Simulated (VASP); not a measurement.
# Y (P6_3/mmc) in VASP: single point with PBE

Aim: the single point of Y with PBE.

Program: VASP 6.6.1. These are calculated values, not measurements. Logs are shortened: lines on timing, memory, paths and dates and some standing lists are left out, and cuts for length are marked.

### 1 The cell of the first run

The structure is hexagonal, space group P6_3/mmc (No. 194). Conventional cell: a = 3.651 Å, b = 3.651 Å, c = 5.747 Å, α = 90.00°, β = 90.00°, γ = 120.00°. Within 4.7 Å of Y (site symmetry -6m2) lie 12 Y at 3.56 to 3.65 Å.

### 2 Single point, PBE

The input, INCAR:

```
ALGO = Fast ; EDIFF = 1E-6
ENCUT = 520 ; GGA = PE
ISIF = 2 ; ISMEAR = 0
LASPH = T ; LCHARG = F
LREAL = F ; LWAVE = F
NBANDS = 18 ; NELM = 60
PREC = Accurate ; SIGMA = 0.15
```

The input, KPOINTS:

```
k-points
0
Gamma
  18 18 8
```

The input, POSCAR:

```
Y
1.0
    3.6514992371      0.0000000000      0.0000000000
   -1.8257496185      3.1622911012      0.0000000000
    0.0000000000      0.0000000000      5.7474000000
Y
2
Direct
    0.3333333333      0.6666666667      0.2500000000
    0.6666666667      0.3333333333      0.7500000000
```

Potentials or basis: VASP PAW PBE potentials, release 64 (Y_sv).

Command:

```console
cat potpaw_PBE.64/Y_sv/POTCAR > POTCAR
mpirun -np 1 vasp_std > vasp.out
```

OUTCAR:

```text
EDIFF = 1E-6
   ENCUT = 520
   GGA = PE
   ISIF = 2
   ISMEAR = 0
   LASPH = T
   LREAL = F
   NELM = 60
   PREC = Accurate

 ion  position               nearest neighbor table
   1  0.333  0.667  0.250-   2 3.56   2 3.56   2 3.56   2 3.56   2 3.56   2 3.56
   2  0.667  0.333  0.750-   1 3.56   1 3.56   1 3.56   1 3.56   1 3.56   1 3.56

  LATTYP: Found a hexagonal cell.
 ALAT       =     3.6514992371
 C/A-ratio  =     1.5739836234

  Lattice vectors:

 A1 = (   3.6514992371,   0.0000000000,   0.0000000000)
 A2 = (  -1.8257496185,   3.1622911012,   0.0000000000)
 A3 = (   0.0000000000,   0.0000000000,   5.7474000000)

Analysis of symmetry for initial positions (statically):
=====================================================================
 Subroutine PRICEL returns:
 Original cell was already a primitive cell.

 Routine SETGRP: Setting up the symmetry group for a
 hexagonal supercell.

 Subroutine GETGRP returns: Found 24 space group operations
 (whereof 12 operations were pure point group operations)
 out of a pool of 24 trial point group operations.

The static configuration has the point symmetry D_3d.
 The point group associated with its full space group is D_6h.

Analysis of symmetry for dynamics (positions and initial velocities):
=====================================================================
 Subroutine PRICEL returns:
 Original cell was already a primitive cell.

 Routine SETGRP: Setting up the symmetry group for a
 hexagonal supercell.

 Subroutine GETGRP returns: Found 24 space group operations
 (whereof 12 operations were pure point group operations)
 out of a pool of 24 trial point group operations.

The dynamic configuration has the point symmetry D_3d.
 The point group associated with its full space group is D_6h.

 Subroutine INISYM returns: Found 24 space group operations
 (whereof 12 operations are pure point group operations),
 and found     1 'primitive' translations

----------------------------------------------------------------------------------------

                                     Primitive cell

  volume of cell :      66.3658

  direct lattice vectors                    reciprocal lattice vectors
     3.651499237  0.000000000  0.000000000     0.273860115  0.158113211  0.000000000
    -1.825749618  3.162291101  0.000000000     0.000000000  0.316226422  0.000000000
     0.000000000  0.000000000  5.747400000     0.000000000  0.000000000  0.173991718

  length of vectors
     3.651499237  3.651499237  5.747400000     0.316226422  0.316226422  0.173991718

  position of ions in fractional coordinates (direct lattice)
     0.333333333  0.666666667  0.250000000
     0.666666667  0.333333333  0.750000000

  ion indices of the primitive-cell ions
   primitive index   ion index
                 1           1
                 2           2

----------------------------------------------------------------------------------------

 KPOINTS: k-points

Automatic generation of k-mesh.
 Grid dimensions read from file:
 generate k-points for:   18   18    8

 Generating k-lattice:

  Cartesian coordinates                     Fractional coordinates (reciprocal lattice)
     0.015214451  0.008784067  0.000000000     0.055555556  0.000000000  0.000000000
     0.000000000  0.017568135  0.000000000     0.000000000  0.055555556  0.000000000
     0.000000000  0.000000000  0.021748965     0.000000000  0.000000000  0.125000000

  Length of vectors
     0.017568135  0.017568135  0.021748965

  Shift w.r.t. Gamma in fractional coordinates (k-lattice)
     0.000000000  0.000000000  0.000000000

 Subroutine IBZKPT returns following result:
 ===========================================

 Found    185 irreducible k-points:

 Following reciprocal coordinates:
            Coordinates               Weight
  0.000000  0.000000  0.000000      1.000000
  0.055556 -0.000000  0.000000      6.000000
  0.111111 -0.000000  0.000000      6.000000
  0.166667  0.000000  0.000000      6.000000
  0.222222  0.000000  0.000000      6.000000
  0.277778 -0.000000  0.000000      6.000000
[... 16 lines left out ...]
  0.333333  0.111111  0.000000     12.000000
  0.388889  0.111111  0.000000     12.000000
 [... further k-points ...]
   k-points           NKPTS =    185   k-points in BZ     NKDIM =    185   number of bands    NBANDS=     18
   number of dos      NEDOS =    301   number of ions     NIONS =      2
   total plane-waves  NPLWV =  37632
   dimension x,y,z NGX =    28 NGY =   28 NGZ =   48
   dimension x,y,z NGXF=    56 NGYF=   56 NGZF=   96
   ions per type =               2
   NGX,Y,Z   is equivalent  to a cutoff of  12.75, 12.75, 13.88 a.u.
   NGXF,Y,Z  is equivalent  to a cutoff of  25.50, 25.50, 27.77 a.u.
 SYSTEM =  unknown system
   PREC   = accura    normal or accurate (medium, high low for compatibility)
   ISTART =      0    job   : 0-new  1-cont  2-samecut
   ICHARG =      2    charge: 1-file 2-atom 10-const
   ISPIN  =      1    spin polarized calculation?
   LNONCOLLINEAR =      F non collinear calculations
   LSORBIT =      F    spin-orbit coupling
   LASPH  =      T    aspherical Exc in radial PAW
   ENCUT  =  520.0 eV  38.22 Ry    6.18 a.u.   6.79  6.79 10.69*2*pi/ulx,y,z
   NELM   =     60;   NELMIN=  2; NELMDL= -5     # of ELM steps
   EDIFF  = 0.1E-05   stopping-criterion for ELM
   LREAL  =      F    real-space projection
   EDIFFG = 0.1E-04   stopping-criterion for IOM
   NSW    =      0    number of steps for IOM
   IBRION =     -1    ionic relax: 0-MD 1-quasi-New 2-CG
   NFREE  =      0    steps in history (QN), initial steepest desc. (CG)
   ISIF   =      2    stress and relaxation
   ISYM   =      2    0-nonsym 1-usesym 2-fastsym
   POTIM  = 0.5000    time-step for ionic-motion
   TEBEG  =    0.0;   TEEND  =   0.0 temperature during run
   PSTRESS=    0.0 pullay stress
   NELECT =      22.0000    total number of electrons
   NUPDOWN=      -1.0000    fix difference up-down
   EMIN   =  10.00;   EMAX   =-10.00  energy-range for DOS
   EFERMI =   0.00;   METHOD = LEGACY
   ISMEAR =     0;   SIGMA  =   0.15  broadening in eV -4-tet -1-fermi 0-gaus
   EFERMI_NEDOS =   21; number of points for ismear=-14 and -15
   IALGO  =     68    algorithm
   IMIX   =      4    mixing-type and parameters
     AMIX     =   0.40;   BMIX     =  1.00
     AMIX_MAG =   1.60;   BMIX_MAG =  1.00
  volume/ion in A,a.u.               =      33.18       223.93
  Fermi-wavevector in a.u.,A,eV,Ry     =   1.133011  2.141081 17.465997  1.283715
  Thomas-Fermi vector in A             =   2.269713
   LORBIT       =      0    0 simple, 1 ext, 2 COOP (PROOUT), +10 PAW based schemes
   GGA     = PE    functional components
   LHFCALC =     F    Hartree Fock is set to
   AEXX    =    0.0000 exact exchange contribution
   IVDW    =     0    specifies the selected vdW correction
   LEPSILON=     F    determine dielectric tensor
   LRPA    =     F    only Hartree local field effects (RPA)
 non-spin polarized calculation
 RMM-DIIS sequential band-by-band and
 Gauss-broadening in eV      SIGMA  =   0.15
  energy-cutoff  :      520.00
  volume of cell :       66.37
 maximum number of plane-waves:      1818
 NGX is ok and might be reduce to    28
   NGX = 13   NGY = 13   NGZ = 21

 number of electron      22.0000001 magnetization

 Free energy of the ion-electron system (eV)
  ---------------------------------------------------
  ext. energy  EPLUGINS =         0.00000000
  ---------------------------------------------------
  free energy    TOTEN  =       -12.88614861 eV

  energy without entropy =      -12.84084987  energy(sigma->0) =      -12.86349924

 E-fermi :   2.9504     XC(G=0):  -9.3877

 val. band max:        2.9419311672   @ k =   0.2778   0.1111   0.0000
 cond. band min:       2.9563869830   @ k =   0.3889  -0.0000   0.0000
 fundamental gap:      0.0144558158
 Fermi energy:         2.9504231358

 k-point     1 :       0.0000    0.0000    0.0000
  band No.  band energies     occupation
      1     -39.7630      2.00000
      2     -39.6939      2.00000
      3     -20.0227      2.00000
      4     -19.5649      2.00000
      5     -19.5649      2.00000
      6     -19.4800      2.00000
[... 10 lines left out ...]
     17       5.7333      0.00000
     18       5.7333      0.00000

 k-point     2 :       0.0556   -0.0000    0.0000
  band No.  band energies     occupation
      1     -39.7615      2.00000
      2     -39.6934      2.00000
      3     -20.0174      2.00000
      4     -19.5758      2.00000
      5     -19.5686      2.00000
      6     -19.4915      2.00000
[... 10 lines left out ...]
     17       5.6387      0.00000
     18       5.6689      0.00000

 k-point     3 :       0.1111   -0.0000    0.0000
  band No.  band energies     occupation
      1     -39.7572      2.00000
      2     -39.6918      2.00000
      3     -20.0018      2.00000
      4     -19.6072      2.00000
      5     -19.5791      2.00000
      6     -19.5244      2.00000
[... 10 lines left out ...]
     17       5.5024      0.00000
     18       5.5140      0.00000

 k-point     4 :       0.1667    0.0000    0.0000
  band No.  band energies     occupation
      1     -39.7505      2.00000
      2     -39.6896      2.00000
      3     -19.9768      2.00000
      4     -19.6556      2.00000
      5     -19.5949      2.00000
      6     -19.5737      2.00000
[... 10 lines left out ...]
     17       5.6096      0.00000
     18       5.7890      0.00000

 k-point     5 :       0.2222    0.0000    0.0000
  band No.  band energies     occupation
      1     -39.7420      2.00000
      2     -39.6871      2.00000
      3     -19.9441      2.00000
      4     -19.7151      2.00000
      5     -19.6327      2.00000
      6     -19.6136      2.00000
[... 10 lines left out ...]
     17       5.9228      0.00000
     18       6.1577      0.00000

 k-point     6 :       0.2778   -0.0000    0.0000
  band No.  band energies     occupation
      1     -39.7326      2.00000
      2     -39.6848      2.00000
      3     -19.9058      2.00000
      4     -19.7787      2.00000
      5     -19.6936      2.00000
      6     -19.6331      2.00000
[... 10 lines left out ...]
     17       6.3011      0.00000
     18       6.5999      0.00000

 k-point     7 :       0.3333   -0.0000    0.0000
  band No.  band energies     occupation
      1     -39.7231      2.00000
      2     -39.6833      2.00000
      3     -19.8648      2.00000
      4     -19.8384      2.00000
      5     -19.7493      2.00000
      6     -19.6509      2.00000
[... 10 lines left out ...]
     17       6.7564      0.00000
     18       7.0834      0.00000

 k-point     8 :       0.3889   -0.0000    0.0000
  band No.  band energies     occupation
      1     -39.7146      2.00000
      2     -39.6828      2.00000
      3     -19.8871      2.00000
      4     -19.8253      2.00000
      5     -19.7938      2.00000
      6     -19.6652      2.00000
[... 10 lines left out ...]
     17       7.3038      0.00000
     18       7.5640      0.00000
[... 229 lines left out ...]
     17       5.6128      0.00000
     18       6.0500      0.00000

 k-point    20 :       0.1667    0.1111    0.0000
  band No.  band energies     occupation
      1     -39.7386      2.00000
      2     -39.6862      2.00000
      3     -19.9306      2.00000
      4     -19.7185      2.00000
      5     -19.6840      2.00000
      6     -19.5984      2.00000
[... 10 lines left out ...]
     17       5.8733      0.00000
     18       6.4682      0.00000

 k-point    21 :       0.2222    0.1111    0.0000
  band No.  band energies     occupation
      1     -39.7295      2.00000
      2     -39.6843      2.00000
      3     -19.8932      2.00000
      4     -19.7759      2.00000
      5     -19.7270      2.00000
      6     -19.6285      2.00000
[... 10 lines left out ...]
     17       6.3676      0.00000
     18       6.9507      0.00000

 k-point    22 :       0.2778    0.1111    0.0000
  band No.  band energies     occupation
      1     -39.7204      2.00000
      2     -39.6830      2.00000
      3     -19.8530      2.00000
      4     -19.8318      2.00000
      5     -19.7645      2.00000
      6     -19.6571      2.00000
[... 10 lines left out ...]
     17       6.9058      0.00000
     18       7.4735      0.00000

 k-point    23 :       0.3333    0.1111    0.0000
  band No.  band energies     occupation
      1     -39.7122      2.00000
      2     -39.6828      2.00000
      3     -19.8774      2.00000
      4     -19.8138      2.00000
      5     -19.7944      2.00000
      6     -19.6803      2.00000
[... 10 lines left out ...]
     17       7.4024      0.00000
     18       8.0085      0.00000

 k-point    24 :       0.3889    0.1111    0.0000
  band No.  band energies     occupation
      1     -39.7061      2.00000
      2     -39.6833      2.00000
      3     -19.9070      2.00000
      4     -19.8139      2.00000
      5     -19.7821      2.00000
      6     -19.6952      2.00000
[... 10 lines left out ...]
     17       7.7674      0.00000
     18       8.2273      0.00000

 [... further k-points ...]
[... 5 lines left out ...]
  --------------------------------------------------------------------------------------
  -------------------------------------------------------------------------------------
  Total       -0.1002502     -0.1002502     -0.3845661     -0.0000000     -0.0000000      0.0000000
  in kB       -2.4202016     -2.4202016     -9.2840416     -0.0000000     -0.0000000      0.0000000
  external PRESSURE =      -4.7081482 kB  Pullay stress =       0.0000000 kB

 VOLUME and BASIS-vectors are now :
 -----------------------------------------------------------------------------
  energy-cutoff  :      520.00
  volume of cell :       66.37
      direct lattice vectors                 reciprocal lattice vectors
     3.651499237  0.000000000  0.000000000     0.273860115  0.158113211  0.000000000
    -1.825749618  3.162291101  0.000000000     0.000000000  0.316226422  0.000000000
     0.000000000  0.000000000  5.747400000     0.000000000  0.000000000  0.173991718

 POSITION                                       TOTAL-FORCE (eV/Angst)
 -----------------------------------------------------------------------------------
     -0.00000      2.10819      1.43685        -0.000000      0.000000      0.000000
      1.82575      1.05410      4.31055         0.000000     -0.000000      0.000000
 -----------------------------------------------------------------------------------
    total drift:                                0.000000     -0.000000      0.000000

  FREE ENERGIE OF THE ION-ELECTRON SYSTEM (eV)
  ---------------------------------------------------
  free  energy   TOTEN  =       -12.8861486149 eV

  energy  without entropy=      -12.8408498740  energy(sigma->0) =      -12.86349924
```

Run time: 4.1 min. Hardware: 1 thread of Intel Xeon Platinum 8375C at 2.90GHz (Ice Lake), shared host; peak memory 0.35 GiB.

Results:

| Quantity | Value |
| --- | --- |
| Free energy | -12.8861 eV |
| Pressure | -0.5 GPa |
| Band gap on the k mesh | zero (band 11 reaches 3.88 eV, above the bottom of band 12 at 2.48 eV) |
